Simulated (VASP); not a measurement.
# Ta (Fd-3m) in VASP: notebook, part 2 of 2

VASP 6.6.1.

### Step 3. Single point, BLYP (volume scaled by 0.88)

Contents of INCAR:

```
SYSTEM = Ta
PREC = Accurate ; ENCUT = 520
EDIFF = 1E-7 ; ISMEAR = -1
SIGMA = 0.1 ; LREAL = .FALSE.
LASPH = .TRUE. ; NELM = 80
ALGO = Normal ; ISIF = 2
LWAVE = .FALSE. ; LCHARG = .FALSE.
GGA = B5 ; ALDAX = 1.0
AGGAX = 1.0 ; AGGAC = 1.0
ALDAC = 0.0 ; NBANDS = 18
```

Contents of KPOINTS:

```
regular mesh
0
G
  10 10 10
  0 0 0
```

Contents of POSCAR:

```
Ta
1.0
    0.0000000000      2.9732636391      2.9732636391
    2.9732636391      0.0000000000      2.9732636391
    2.9732636391      2.9732636391      0.0000000000
Ta
2
Direct
    0.1250000000      0.1250000000      0.1250000000
    0.8750000000      0.8750000000      0.8750000000
```

Potentials or basis: VASP PAW PBE potentials, release 64 (Ta_pv).

Started as:

```console
cat potpaw_PBE.64/Ta_pv/POTCAR > POTCAR
mpirun -np 1 vasp_std > vasp.out
```

OUTCAR:

```text
SYSTEM = Ta
   PREC = Accurate
   ENCUT = 520
   EDIFF = 1E-7
   ISMEAR = -1
   LREAL = .FALSE.
   LASPH = .TRUE.
   NELM = 80
   ISIF = 2
   GGA = B5

 ion  position               nearest neighbor table
   1  0.125  0.125  0.125-   2 2.57   2 2.57   2 2.57   2 2.57
   2  0.875  0.875  0.875-   1 2.57   1 2.57   1 2.57   1 2.57

  LATTYP: Found a face centered cubic cell.
 ALAT       =     5.9465272782

  Lattice vectors:

 A1 = (   0.0000000000,   2.9732636391,   2.9732636391)
[... 191 lines left out ...]
      5     -29.9481      2.00000
      6     -29.9481      2.00000
[... 481 lines left out ...]
      5     -29.7497      2.00000
      6     -29.7419      2.00000
[... 10 lines left out ...]
     17       9.2939      0.00000
     18      10.0342      0.00000

 [... further k-points ...]
[... 5 lines left out ...]
  --------------------------------------------------------------------------------------
  -------------------------------------------------------------------------------------
  Total        3.4523174      3.4523174      3.4523174     -0.0000000      0.0000000     -0.0000000
  in kB      105.2182421    105.2182421    105.2182421     -0.0000000      0.0000000     -0.0000000
  external PRESSURE =     105.2182421 kB  Pullay stress =       0.0000000 kB

 VOLUME and BASIS-vectors are now :
 -----------------------------------------------------------------------------
  energy-cutoff  :      520.00
  volume of cell :       52.57
      direct lattice vectors                 reciprocal lattice vectors
     0.000000000  2.973263639  2.973263639    -0.168165377  0.168165377  0.168165377
     2.973263639  0.000000000  2.973263639     0.168165377 -0.168165377  0.168165377
     2.973263639  2.973263639  0.000000000     0.168165377  0.168165377 -0.168165377

 POSITION                                       TOTAL-FORCE (eV/Angst)
 -----------------------------------------------------------------------------------
      0.74332      0.74332      0.74332        -0.000000      0.000000      0.000000
      5.20321      5.20321      5.20321         0.000000     -0.000000     -0.000000
 -----------------------------------------------------------------------------------
    total drift:                                0.000000      0.000000     -0.000000

  FREE ENERGIE OF THE ION-ELECTRON SYSTEM (eV)
  ---------------------------------------------------
  free  energy   TOTEN  =       -15.8573232165 eV

  energy  without entropy=      -15.7360123518  energy(sigma->0) =      -15.79666778
```

OSZICAR:

```text
N       E                     dE             d eps       ncg     rms          rms(c)
DAV:   1     0.174207611328E+03    0.17421E+03   -0.12606E+04  1692   0.119E+03
DAV:   2    -0.113281849979E+02   -0.18554E+03   -0.18219E+03  2066   0.334E+02
DAV:   3    -0.160518423234E+02   -0.47237E+01   -0.45860E+01  2098   0.495E+01
DAV:   4    -0.161015196956E+02   -0.49677E-01   -0.49578E-01  2024   0.528E+00
DAV:   5    -0.161020481272E+02   -0.52843E-03   -0.52817E-03  2078   0.522E-01    0.139E+01
DAV:   6    -0.159105271607E+02    0.19152E+00   -0.26412E-01  2178   0.401E+00    0.752E+00
DAV:   7    -0.158595672952E+02    0.50960E-01   -0.14357E-01  2122   0.337E+00    0.884E-01
DAV:   8    -0.158571660323E+02    0.24013E-02   -0.15429E-02  1960   0.753E-01    0.835E-02
DAV:   9    -0.158572937253E+02   -0.12769E-03   -0.29011E-04  1900   0.119E-01    0.404E-02
DAV:  10    -0.158573231209E+02   -0.29396E-04   -0.41936E-05  1964   0.452E-02    0.378E-03
DAV:  11    -0.158573233119E+02   -0.19103E-06   -0.12320E-06  2094   0.776E-03    0.310E-03
DAV:  12    -0.158573232165E+02    0.95385E-07   -0.60665E-07  1810   0.468E-03
   1 F= -.15857323E+02 E0= -.15796668E+02  d E =-.121311E+00
```

stdout:

```text
POSCAR found type information on POSCAR Ta
 POSCAR found :  1 types and       2 ions
 scaLAPACK will be used
 -----------------------------------------------------------------------------
|                                                                             |
|                                                                             |
|     You enforced a specific xc type in the INCAR file but a different       |
|     I HOPE YOU KNOW WHAT YOU ARE DOING!                                     |
|                                                                             |
 -----------------------------------------------------------------------------

 LDA part: xc-table for (Slater(with rela. corr.)+VWN5), standard interpolation
 POSCAR, INCAR and KPOINTS ok, starting setup
 FFT: planning ... GRIDC
 FFT: planning ... GRID_SOFT
 FFT: planning ... GRID
 WAVECAR not read
 entering main loop
```

It took 20 s on 1 thread of Intel Xeon 6975P-C (Granite Rapids), shared host; peak memory 0.18 GiB.

What came out:

```
Free energy            : -15.8573 eV
Pressure               : 10.5 GPa
Band gap on the k mesh : zero (band 11 reaches 3.47 eV, above the bottom of band 12 at 2.56 eV)
```

Levels at points of the mesh, in eV from the Fermi level:
```tsv
k point	band 9	band 10	band 11	band 12	band 13	band 14
(0.00, 0.00, 0.00)	-1.21	-0.31	-0.31	-0.31	2.12	2.12
(0.50, 0.00, 0.00)	-1.05	-1.05	-0.46	-0.46	0.12	3.41
(0.50, 0.50, 0.00)	-0.81	-0.81	-0.35	-0.35	1.80	1.80
```

Caveat: the PAW data sets were made with another functional, which shifts forces and pressure a little; spin-orbit coupling is left out, which moves the levels of the heavy elements.

### Step 4. Single point, BLYP (volume scaled by 0.92)

Contents of INCAR:

```
PREC = Accurate
ENCUT = 520
EDIFF = 1E-6
ISMEAR = -1
SIGMA = 0.1
LREAL = False
LASPH = True
NELM = 60
ALGO = Normal
ISIF = 2
LWAVE = False
LCHARG = False
GGA = B5
ALDAX = 1.0
AGGAX = 1.0
AGGAC = 1.0
ALDAC = 0.0
NBANDS = 18
```

Contents of KPOINTS:

```
Automatic mesh
0
Gamma
  10 10 10
```

Contents of POSCAR:

```
Ta
1.0
    0.0000000000      3.0176472519      3.0176472519
    3.0176472519      0.0000000000      3.0176472519
    3.0176472519      3.0176472519      0.0000000000
Ta
2
Direct
    0.1250000000      0.1250000000      0.1250000000
    0.8750000000      0.8750000000      0.8750000000
```

Started as:

```console
cat potpaw_PBE.64/Ta_pv/POTCAR > POTCAR
mpirun -np 1 vasp_std > vasp.out
```

Run time: 19 s. Hardware: 1 thread of Intel Xeon 6975P-C (Granite Rapids), shared host; peak memory 0.19 GiB.

The run converged. Its results:

```yaml
Free_energy: -15.9833 eV
Pressure: 6.4 GPa
Band_gap_on_the_k_mesh: zero (band 11 reaches 3.20 eV, above the bottom of band 12 at 2.33 eV)
```

Levels at points of the mesh, in eV from the Fermi level:
```tsv
k point	band 7	band 8	band 9	band 10	band 11	band 12	band 13	band 14	band 15	band 16
(0.00, 0.00, 0.00)	-5.56	-1.09	-1.09	-0.30	-0.30	-0.30	2.04	2.04	2.04	5.94
(0.50, 0.00, 0.00)	-3.10	-1.17	-0.93	-0.93	-0.41	-0.41	0.02	3.25	3.25	4.85
(0.50, 0.50, 0.00)	-2.02	-2.02	-0.92	-0.92	-0.31	-0.31	1.78	1.78	4.55	4.55
```

Caveat: the PAW data sets were made with another functional, which shifts forces and pressure a little; spin-orbit coupling is left out, which moves the levels of the heavy elements.

### Step 5. Overview

| cell | k mesh | gap on the mesh (eV) | pressure (GPa) |
| --- | --- | --- | --- |
| a = 4.388 Å, angles 60.0°, 2 atoms | 9 × 9 × 9 | none | 0.3 |
| a = 4.205 Å, angles 60.0°, 2 atoms | 10 × 10 × 10 | none | 10.5 |
| a = 4.268 Å, angles 60.0°, 2 atoms | 10 × 10 × 10 | none | 6.4 |

Alike in all rows: task single point; level BLYP; potentials or basis VASP PAW PBE potentials, release 64 (Ta_pv); no spin polarisation; cutoff (eV) 520; smearing fermi-dirac 0.1 eV.

Caveats: the PAW data sets were made with another functional, which shifts forces and pressure a little; spin-orbit coupling is left out, which moves the levels of the heavy elements.

Absolute energies hang on the potentials; compare differences alone.
